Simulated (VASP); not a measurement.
# Mo (Fd-3m) in VASP: notebook, part 2 of 2

VASP 6.6.1.

### Step 3. Single point, LDA

This run uses another cell than the first one, of 18.25 Å³/atom, 1.056 times its volume.

INCAR reads:

```
SYSTEM = Mo
ALGO = Normal ; EDIFF = 1E-7
ENCUT = 520 ; ISIF = 2
ISMEAR = 1 ; LASPH = .True.
LCHARG = .False. ; LREAL = .False.
LWAVE = .False. ; NBANDS = 21
NELM = 60 ; PREC = Accurate
SIGMA = 0.1
```

KPOINTS reads:

```
k-points
0
Gamma
  7 7 7
  0 0 0
```

POSCAR reads:

```
Mo
1.0
    0.0000000000      2.6328051850      2.6328051850
    2.6328051850      0.0000000000      2.6328051850
    2.6328051850      2.6328051850      0.0000000000
Mo
2
Direct
    0.0000000000      0.0000000000      0.0000000000
    0.2500000000      0.2500000000      0.2500000000
```

Potentials or basis: VASP PAW LDA potentials, release 64 (Mo_sv).

Started as:

```sh
$ cat potpaw_LDA.64/Mo_sv/POTCAR > POTCAR
$ mpirun -np 1 vasp_std > vasp.out
```

OUTCAR:

```text
SYSTEM = Mo
   EDIFF = 1E-7
   ENCUT = 520
   ISIF = 2
   ISMEAR = 1
   LASPH = .True.
   LREAL = .False.
   NELM = 60
   PREC = Accurate

 ion  position               nearest neighbor table
   1  0.000  0.000  0.000-   2 2.28   2 2.28   2 2.28   2 2.28
   2  0.250  0.250  0.250-   1 2.28   1 2.28   1 2.28   1 2.28

  LATTYP: Found a face centered cubic cell.
 ALAT       =     5.2656103700

  Lattice vectors:

 A1 = (   0.0000000000,   2.6328051850,   2.6328051850)
 A2 = (   2.6328051850,   0.0000000000,   2.6328051850)
 A3 = (   2.6328051850,   2.6328051850,   0.0000000000)

Analysis of symmetry for initial positions (statically):
=====================================================================
 Subroutine PRICEL returns:
 Original cell was already a primitive cell.

 Routine SETGRP: Setting up the symmetry group for a
 face centered cubic supercell.

 Subroutine GETGRP returns: Found 48 space group operations
 (whereof 24 operations were pure point group operations)
 out of a pool of 48 trial point group operations.

The static configuration has the point symmetry T_d .
 The point group associated with its full space group is O_h .

Analysis of symmetry for dynamics (positions and initial velocities):
=====================================================================
 Subroutine PRICEL returns:
 Original cell was already a primitive cell.

 Routine SETGRP: Setting up the symmetry group for a
 face centered cubic supercell.

 Subroutine GETGRP returns: Found 48 space group operations
 (whereof 24 operations were pure point group operations)
 out of a pool of 48 trial point group operations.

The dynamic configuration has the point symmetry T_d .
 The point group associated with its full space group is O_h .

 Subroutine INISYM returns: Found 48 space group operations
 (whereof 24 operations are pure point group operations),
 and found     1 'primitive' translations

----------------------------------------------------------------------------------------

                                     Primitive cell

  volume of cell :      36.4994

  direct lattice vectors                    reciprocal lattice vectors
     0.000000000  2.632805185  2.632805185    -0.189911507  0.189911507  0.189911507
     2.632805185  0.000000000  2.632805185     0.189911507 -0.189911507  0.189911507
     2.632805185  2.632805185  0.000000000     0.189911507  0.189911507 -0.189911507

  length of vectors
     3.723348800  3.723348800  3.723348800     0.328936379  0.328936379  0.328936379

  position of ions in fractional coordinates (direct lattice)
     0.000000000  0.000000000  0.000000000
     0.250000000  0.250000000  0.250000000

  ion indices of the primitive-cell ions
   primitive index   ion index
                 1           1
                 2           2

----------------------------------------------------------------------------------------

 KPOINTS: k-points

Automatic generation of k-mesh.
 Grid dimensions read from file:
 generate k-points for:    7    7    7

 Generating k-lattice:

  Cartesian coordinates                     Fractional coordinates (reciprocal lattice)
    -0.027130215  0.027130215  0.027130215     0.142857143  0.000000000  0.000000000
     0.027130215 -0.027130215  0.027130215     0.000000000  0.142857143  0.000000000
     0.027130215  0.027130215 -0.027130215     0.000000000  0.000000000  0.142857143

  Length of vectors
     0.046990911  0.046990911  0.046990911

  Shift w.r.t. Gamma in fractional coordinates (k-lattice)
     0.000000000  0.000000000  0.000000000

 Subroutine IBZKPT returns following result:
 ===========================================

 Found     20 irreducible k-points:

 Following reciprocal coordinates:
            Coordinates               Weight
  0.000000  0.000000  0.000000      1.000000
  0.142857  0.000000  0.000000      8.000000
  0.285714  0.000000  0.000000      8.000000
  0.428571  0.000000  0.000000      8.000000
  0.142857  0.142857  0.000000      6.000000
  0.285714  0.142857  0.000000     24.000000
[... 12 lines left out ...]
 -0.428571  0.428571  0.142857     24.000000
 -0.285714  0.428571  0.142857     24.000000
   k-points           NKPTS =     20   k-points in BZ     NKDIM =     20   number of bands    NBANDS=     21
   number of dos      NEDOS =    301   number of ions     NIONS =      2
   total plane-waves  NPLWV =  21952
   dimension x,y,z NGX =    28 NGY =   28 NGZ =   28
   dimension x,y,z NGXF=    56 NGYF=   56 NGZF=   56
   ions per type =               2
   NGX,Y,Z   is equivalent  to a cutoff of  12.50, 12.50, 12.50 a.u.
   NGXF,Y,Z  is equivalent  to a cutoff of  25.00, 25.00, 25.00 a.u.
 SYSTEM =  Mo
   PREC   = accura    normal or accurate (medium, high low for compatibility)
   ISTART =      0    job   : 0-new  1-cont  2-samecut
   ICHARG =      2    charge: 1-file 2-atom 10-const
   ISPIN  =      1    spin polarized calculation?
   LNONCOLLINEAR =      F non collinear calculations
   LSORBIT =      F    spin-orbit coupling
   LASPH  =      T    aspherical Exc in radial PAW
   ENCUT  =  520.0 eV  38.22 Ry    6.18 a.u.   6.92  6.92  6.92*2*pi/ulx,y,z
   NELM   =     60;   NELMIN=  2; NELMDL= -5     # of ELM steps
   EDIFF  = 0.1E-06   stopping-criterion for ELM
   LREAL  =      F    real-space projection
   EDIFFG = 0.1E-05   stopping-criterion for IOM
   NSW    =      0    number of steps for IOM
   IBRION =     -1    ionic relax: 0-MD 1-quasi-New 2-CG
   NFREE  =      0    steps in history (QN), initial steepest desc. (CG)
   ISIF   =      2    stress and relaxation
   ISYM   =      2    0-nonsym 1-usesym 2-fastsym
   POTIM  = 0.5000    time-step for ionic-motion
   TEBEG  =    0.0;   TEEND  =   0.0 temperature during run
   PSTRESS=    0.0 pullay stress
   NELECT =      28.0000    total number of electrons
   NUPDOWN=      -1.0000    fix difference up-down
   EMIN   =  10.00;   EMAX   =-10.00  energy-range for DOS
   EFERMI =   0.00;   METHOD = LEGACY
   ISMEAR =     1;   SIGMA  =   0.10  broadening in eV -4-tet -1-fermi 0-gaus
   EFERMI_NEDOS =   21; number of points for ismear=-14 and -15
   IALGO  =     38    algorithm
   IMIX   =      4    mixing-type and parameters
     AMIX     =   0.40;   BMIX     =  1.00
     AMIX_MAG =   1.60;   BMIX_MAG =  1.00
  volume/ion in A,a.u.               =      18.25       123.16
  Fermi-wavevector in a.u.,A,eV,Ry     =   1.498645  2.832029 30.557828  2.245937
  Thomas-Fermi vector in A             =   2.610377
   LORBIT       =      0    0 simple, 1 ext, 2 COOP (PROOUT), +10 PAW based schemes
   GGA     = CA    functional components
   LHFCALC =     F    Hartree Fock is set to
   AEXX    =    0.0000 exact exchange contribution
   IVDW    =     0    specifies the selected vdW correction
   LEPSILON=     F    determine dielectric tensor
   LRPA    =     F    only Hartree local field effects (RPA)
 non-spin polarized calculation
 Methfessel and Paxton  Order N= 1 SIGMA  =   0.10
  energy-cutoff  :      520.00
  volume of cell :       36.50
 maximum number of plane-waves:       998
   NGX = 13   NGY = 13   NGZ = 13

 number of electron      27.9999998 magnetization

 Free energy of the ion-electron system (eV)
  ---------------------------------------------------
  ext. energy  EPLUGINS =         0.00000000
  ---------------------------------------------------
  free energy    TOTEN  =       -18.97188890 eV

  energy without entropy =      -18.97055759  energy(sigma->0) =      -18.97144513

 E-fermi :   9.7104     XC(G=0): -12.2772

 val. band max:        9.6892901660   @ k =  -0.2857   0.4286   0.1429
 cond. band min:       9.7649557510   @ k =   0.4286   0.2857   0.1429
 fundamental gap:      0.0756655851
 Fermi energy:         9.7103625244

 k-point     1 :       0.0000    0.0000    0.0000
  band No.  band energies     occupation
      1     -50.9424      2.00000
      2     -49.4686      2.00000
      3     -25.6666      2.00000
      4     -25.6666      2.00000
      5     -25.6666      2.00000
      6     -23.7307      2.00000
[... 13 lines left out ...]
     20      21.6593      0.00000
     21      22.5544      0.00000
[... 433 lines left out ...]
 k-point    20 :      -0.2857    0.4286    0.1429
  band No.  band energies     occupation
      1     -50.3336      2.00000
      2     -50.1299      2.00000
      3     -26.2020      2.00000
      4     -26.1065      2.00000
      5     -24.8843      2.00000
      6     -24.4379      2.00000
[... 13 lines left out ...]
     20      15.5194      0.00000
     21      16.0735      0.00000

------------------------ aborting loop because EDIFF is reached ----------------------------------------

  FORCE on cell =-STRESS in cart. coord.  units (eV):
  Direction    XX          YY          ZZ          XY          YZ          ZX
  --------------------------------------------------------------------------------------
  -------------------------------------------------------------------------------------
  Total        7.1894692      7.1894692      7.1894692      0.0000000      0.0000000     -0.0000000
  in kB      315.5885511    315.5885511    315.5885511      0.0000000      0.0000000     -0.0000000
  external PRESSURE =     315.5885511 kB  Pullay stress =       0.0000000 kB

 VOLUME and BASIS-vectors are now :
 -----------------------------------------------------------------------------
  energy-cutoff  :      520.00
  volume of cell :       36.50
      direct lattice vectors                 reciprocal lattice vectors
     0.000000000  2.632805185  2.632805185    -0.189911507  0.189911507  0.189911507
     2.632805185  0.000000000  2.632805185     0.189911507 -0.189911507  0.189911507
     2.632805185  2.632805185  0.000000000     0.189911507  0.189911507 -0.189911507

 POSITION                                       TOTAL-FORCE (eV/Angst)
 -----------------------------------------------------------------------------------
      0.00000      0.00000      0.00000        -0.000000      0.000000      0.000000
      1.31640      1.31640      1.31640         0.000000     -0.000000     -0.000000
 -----------------------------------------------------------------------------------
    total drift:                                0.000000      0.000000      0.000000

  FREE ENERGIE OF THE ION-ELECTRON SYSTEM (eV)
  ---------------------------------------------------
  free  energy   TOTEN  =       -18.9718889027 eV

  energy  without entropy=      -18.9705575854  energy(sigma->0) =      -18.97144513
```

stdout:

```text
POSCAR found type information on POSCAR Mo
 POSCAR found :  1 types and       2 ions
 scaLAPACK will be used
 LDA part: xc-table for (Slater(with rela. corr.)+CA(PZ))
 , standard interpolation
 POSCAR, INCAR and KPOINTS ok, starting setup
 FFT: planning ... GRIDC
 FFT: planning ... GRID_SOFT
 FFT: planning ... GRID
 WAVECAR not read
 entering main loop
```

Run time: 17 s. Hardware: 1 thread of Intel Xeon 8259CL, shared host; peak memory 0.14 GiB.

What came out:

| Item | Value |
| --- | --- |
| Free energy | -18.9719 eV |
| Pressure | 31.6 GPa |
| Band gap on the k mesh | zero (band 14 reaches 9.89 eV, above the bottom of band 15 at 9.50 eV) |
